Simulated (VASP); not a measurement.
# Ni (Fm-3m) in VASP: further runs

Runs on Ni. Level: PBE. Tasks: single point, relaxation of cell and atoms.

All numbers are computed with VASP 6.6.1; they aren't measurements. Logs are shortened: lines on timing, memory, paths and dates and some standing lists are left out, and cuts for length are marked.

### Step 1. The cell of the first run

The structure is cubic, space group Fm-3m (No. 225). Conventional cell: a = 2.984 Å, b = 2.984 Å, c = 2.984 Å, α = 90.00°, β = 90.00°, γ = 90.00°. Ni (site symmetry m-3m) has 12 Ni at 2.11 Å within 2.8 Å.

### Step 2. Single point, PBE, collinear spin, ferromagnetic start

The input, INCAR:

```
SYSTEM = Ni
PREC = Accurate ; ENCUT = 520
EDIFF = 1E-6 ; ISMEAR = -1
SIGMA = 0.1 ; LREAL = .False.
LASPH = .True. ; NELM = 150
ALGO = Normal ; ISIF = 2
LWAVE = .False. ; LCHARG = .False.
ISPIN = 2 ; MAGMOM = 1
LORBIT = 11 ; LMAXMIX = 4
GGA = PE ; NBANDS = 15
```

The input, KPOINTS:

```
regular mesh
0
Gamma
  22 22 22
  0 0 0
```

The input, POSCAR:

```
Ni
1.0
    0.0000000000      1.4921391660      1.4921391660
    1.4921391660      0.0000000000      1.4921391660
    1.4921391660      1.4921391660      0.0000000000
Ni
1
Direct
    0.0000000000      0.0000000000      0.0000000000
```

Potentials or basis: VASP PAW PBE potentials, release 64 (Ni).

Started as:

```bash
$ cat potpaw_PBE.64/Ni/POTCAR > POTCAR
$ mpirun -np 1 vasp_std > vasp.out
```

OUTCAR:

```text
SYSTEM = Ni
   PREC = Accurate
   ENCUT = 520
   EDIFF = 1E-6
   ISMEAR = -1
   LREAL = .False.
   LASPH = .True.
   NELM = 150
   ISIF = 2
   ISPIN = 2
   LORBIT = 11
   GGA = PE

 ion  position               nearest neighbor table
   1  0.000  0.000  0.000-

  LATTYP: Found a face centered cubic cell.
 ALAT       =     2.9842783320

  Lattice vectors:

 A1 = (   0.0000000000,   1.4921391660,   1.4921391660)
 A2 = (   1.4921391660,   0.0000000000,   1.4921391660)
 A3 = (   1.4921391660,   1.4921391660,   0.0000000000)

Analysis of symmetry for initial positions (statically):
=====================================================================
 Subroutine PRICEL returns:
 Original cell was already a primitive cell.

 Routine SETGRP: Setting up the symmetry group for a
 face centered cubic supercell.

 Subroutine GETGRP returns: Found 48 space group operations
[... 9 lines left out ...]

 Routine SETGRP: Setting up the symmetry group for a
 face centered cubic supercell.

 Subroutine GETGRP returns: Found 48 space group operations
 (whereof 48 operations were pure point group operations)
 out of a pool of 48 trial point group operations.

The dynamic configuration has the point symmetry O_h .

Analysis of structural, dynamic, and magnetic symmetry:
=====================================================================
 Subroutine PRICEL returns:
 Original cell was already a primitive cell.

 Routine SETGRP: Setting up the symmetry group for a
 face centered cubic supercell.

 Subroutine GETGRP returns: Found 48 space group operations
 (whereof 48 operations were pure point group operations)
 out of a pool of 48 trial point group operations.

The overall configuration has the point symmetry O_h .

 Subroutine INISYM returns: Found 48 space group operations
[... 5 lines left out ...]
                                     Primitive cell

  volume of cell :       6.6444

  direct lattice vectors                    reciprocal lattice vectors
     0.000000000  1.492139166  1.492139166    -0.335089388  0.335089388  0.335089388
     1.492139166  0.000000000  1.492139166     0.335089388 -0.335089388  0.335089388
     1.492139166  1.492139166  0.000000000     0.335089388  0.335089388 -0.335089388

  length of vectors
     2.110203446  2.110203446  2.110203446     0.580391845  0.580391845  0.580391845

  position of ions in fractional coordinates (direct lattice)
     0.000000000  0.000000000  0.000000000

  ion indices of the primitive-cell ions
   primitive index   ion index
                 1           1

----------------------------------------------------------------------------------------

 KPOINTS: regular mesh

Automatic generation of k-mesh.
 Grid dimensions read from file:
 generate k-points for:   22   22   22

 Generating k-lattice:

  Cartesian coordinates                     Fractional coordinates (reciprocal lattice)
    -0.015231336  0.015231336  0.015231336     0.045454545  0.000000000  0.000000000
     0.015231336 -0.015231336  0.015231336     0.000000000  0.045454545  0.000000000
     0.015231336  0.015231336 -0.015231336     0.000000000  0.000000000  0.045454545

  Length of vectors
     0.026381448  0.026381448  0.026381448

  Shift w.r.t. Gamma in fractional coordinates (k-lattice)
     0.000000000  0.000000000  0.000000000

 Subroutine IBZKPT returns following result:
 ===========================================

 Found    328 irreducible k-points:

 Following reciprocal coordinates:
            Coordinates               Weight
  0.000000  0.000000  0.000000      1.000000
  0.045455  0.000000  0.000000      8.000000
  0.090909  0.000000  0.000000      8.000000
  0.136364  0.000000  0.000000      8.000000
  0.181818  0.000000  0.000000      8.000000
  0.227273  0.000000  0.000000      8.000000
[... 16 lines left out ...]
  0.500000  0.045455  0.000000     24.000000
 -0.454545  0.045455  0.000000     24.000000
 [... further k-points ...]
   k-points           NKPTS =    328   k-points in BZ     NKDIM =    328   number of bands    NBANDS=     15
   number of dos      NEDOS =    301   number of ions     NIONS =      1
   total plane-waves  NPLWV =   4096
   dimension x,y,z NGX =    16 NGY =   16 NGZ =   16
   dimension x,y,z NGXF=    32 NGYF=   32 NGZF=   32
   ions per type =               1
   NGX,Y,Z   is equivalent  to a cutoff of  12.61, 12.61, 12.61 a.u.
   NGXF,Y,Z  is equivalent  to a cutoff of  25.21, 25.21, 25.21 a.u.
 SYSTEM =  Ni
   PREC   = accura    normal or accurate (medium, high low for compatibility)
   ISTART =      0    job   : 0-new  1-cont  2-samecut
   ICHARG =      2    charge: 1-file 2-atom 10-const
   ISPIN  =      2    spin polarized calculation?
   LNONCOLLINEAR =      F non collinear calculations
   LSORBIT =      F    spin-orbit coupling
   LASPH  =      T    aspherical Exc in radial PAW
   ENCUT  =  520.0 eV  38.22 Ry    6.18 a.u.   3.92  3.92  3.92*2*pi/ulx,y,z
   NELM   =    150;   NELMIN=  2; NELMDL= -5     # of ELM steps
   EDIFF  = 0.1E-05   stopping-criterion for ELM
   LREAL  =      F    real-space projection
   EDIFFG = 0.1E-04   stopping-criterion for IOM
   NSW    =      0    number of steps for IOM
   IBRION =     -1    ionic relax: 0-MD 1-quasi-New 2-CG
   NFREE  =      0    steps in history (QN), initial steepest desc. (CG)
   ISIF   =      2    stress and relaxation
   ISYM   =      2    0-nonsym 1-usesym 2-fastsym
   POTIM  = 0.5000    time-step for ionic-motion
   TEBEG  =    0.0;   TEEND  =   0.0 temperature during run
   PSTRESS=    0.0 pullay stress
   NELECT =      10.0000    total number of electrons
   NUPDOWN=      -1.0000    fix difference up-down
   EMIN   =  10.00;   EMAX   =-10.00  energy-range for DOS
   EFERMI =   0.00;   METHOD = LEGACY
   ISMEAR =    -1;   SIGMA  =   0.10  broadening in eV -4-tet -1-fermi 0-gaus
   EFERMI_NEDOS =   21; number of points for ismear=-14 and -15
   IALGO  =     38    algorithm
   IMIX   =      4    mixing-type and parameters
     AMIX     =   0.40;   BMIX     =  1.00
     AMIX_MAG =   1.60;   BMIX_MAG =  1.00
  volume/ion in A,a.u.               =       6.64        44.84
  Fermi-wavevector in a.u.,A,eV,Ry     =   1.876098  3.545311 47.889016  3.519743
  Thomas-Fermi vector in A             =   2.920664
   LORBIT       =     11    0 simple, 1 ext, 2 COOP (PROOUT), +10 PAW based schemes
   GGA     = PE    functional components
   LHFCALC =     F    Hartree Fock is set to
   AEXX    =    0.0000 exact exchange contribution
   IVDW    =     0    specifies the selected vdW correction
   LEPSILON=     F    determine dielectric tensor
   LRPA    =     F    only Hartree local field effects (RPA)
 spin polarized calculation
  energy-cutoff  :      520.00
  volume of cell :        6.64
 maximum number of plane-waves:       190
   NGX =  7   NGY =  7   NGZ =  7

 number of electron      10.0000006 magnetization       0.3869905

 Free energy of the ion-electron system (eV)
  ---------------------------------------------------
  ext. energy  EPLUGINS =         0.00000000
  ---------------------------------------------------
  free energy    TOTEN  =        -2.85921639 eV

  energy without entropy =       -2.81604891  energy(sigma->0) =       -2.83763265

 E-fermi :  18.5581     XC(G=0): -16.4412

 val. band max:       18.5562637284   @ k =  -0.4545   0.5000   0.0455
 cond. band min:      18.5597168221   @ k =   0.3636   0.1818   0.0000
 fundamental gap:      0.0034530937
 Fermi energy:        18.5580525415

 spin component 1

 k-point     1 :       0.0000    0.0000    0.0000
  band No.  band energies     occupation
      1       5.6352      1.00000
      2      14.4118      1.00000
      3      14.4118      1.00000
      4      14.4118      1.00000
      5      16.7582      1.00000
      6      16.7582      1.00000
      7      46.0778      0.00000
      8      54.1396      0.00000
      9      54.1396      0.00000
     10      54.1396      0.00000
     11      60.5289      0.00000
     12      61.0912      0.00000
     13      61.0912      0.00000
     14      61.0912      0.00000
     15      63.2170      0.00000
[... 397 lines left out ...]
 k-point    24 :      -0.4545    0.0455    0.0000
  band No.  band energies     occupation
      1      10.1830      1.00000
      2      14.2366      1.00000
      3      14.3713      1.00000
      4      16.6696      1.00000
      5      18.1728      0.97922
      6      18.9714      0.01577
      7      29.2693      0.00000
      8      44.2498      0.00000
      9      51.5738      0.00000
     10      52.5573      0.00000
     11      56.7971      0.00000
     12      57.4256      0.00000
     13      62.0054      0.00000
     14      68.5520      0.00000
     15      79.2846      0.00000

 [... further k-points ...]

 spin component 2

 k-point     1 :       0.0000    0.0000    0.0000
  band No.  band energies     occupation
      1       5.6442      1.00000
      2      14.8707      1.00000
      3      14.8707      1.00000
      4      14.8707      1.00000
      5      17.1349      1.00000
      6      17.1349      1.00000
      7      46.0334      0.00000
      8      54.1287      0.00000
      9      54.1287      0.00000
     10      54.1287      0.00000
     11      60.6458      0.00000
     12      61.1953      0.00000
     13      61.1953      0.00000
     14      61.1953      0.00000
     15      64.0258      0.00000
[... 397 lines left out ...]
 k-point    24 :      -0.4545    0.0455    0.0000
  band No.  band energies     occupation
      1      10.4480      1.00000
      2      14.6041      1.00000
      3      14.7479      1.00000
      4      16.8182      1.00000
      5      18.6575      0.27008
      6      19.3318      0.00044
      7      29.5632      0.00000
      8      44.2158      0.00000
      9      51.6522      0.00000
     10      52.6340      0.00000
     11      56.8646      0.00000
     12      57.4868      0.00000
     13      62.8662      0.00000
     14      68.7085      0.00000
     15      79.4392      0.00000

 [... further k-points ...]
[... 5 lines left out ...]
  --------------------------------------------------------------------------------------
  -------------------------------------------------------------------------------------
  Total       13.2498458     13.2498458     13.2498458      0.0000000      0.0000000      0.0000000
  in kB     3194.9452620   3194.9452620   3194.9452620      0.0000000      0.0000000      0.0000000
  external PRESSURE =    3194.9452620 kB  Pullay stress =       0.0000000 kB

 VOLUME and BASIS-vectors are now :
 -----------------------------------------------------------------------------
  energy-cutoff  :      520.00
  volume of cell :        6.64
      direct lattice vectors                 reciprocal lattice vectors
     0.000000000  1.492139166  1.492139166    -0.335089388  0.335089388  0.335089388
     1.492139166  0.000000000  1.492139166     0.335089388 -0.335089388  0.335089388
     1.492139166  1.492139166  0.000000000     0.335089388  0.335089388 -0.335089388

 POSITION                                       TOTAL-FORCE (eV/Angst)
 -----------------------------------------------------------------------------------
      0.00000      0.00000      0.00000         0.000000      0.000000     -0.000000
 -----------------------------------------------------------------------------------
    total drift:                                0.000000      0.000000     -0.000000

  FREE ENERGIE OF THE ION-ELECTRON SYSTEM (eV)
  ---------------------------------------------------
  free  energy   TOTEN  =        -2.8592163908 eV

  energy  without entropy=       -2.8160489144  energy(sigma->0) =       -2.83763265

 total charge

# of ion       s       p       d       tot
------------------------------------------
    1        0.794   1.141   8.829  10.764

 magnetization (x)

# of ion       s       p       d       tot
------------------------------------------
    1       -0.005  -0.020   0.391   0.366
```

Wall time 17 s (1 thread of Intel Xeon 6975P-C (Granite Rapids), shared host); peak memory 0.16 GiB.

Results:

- Free energy: -2.8592 eV
- Pressure: 319.5 GPa
- Net moment: 0.39 μB per cell
- Site moments: Ni +0.37 μB

[end of part 1 of 3]
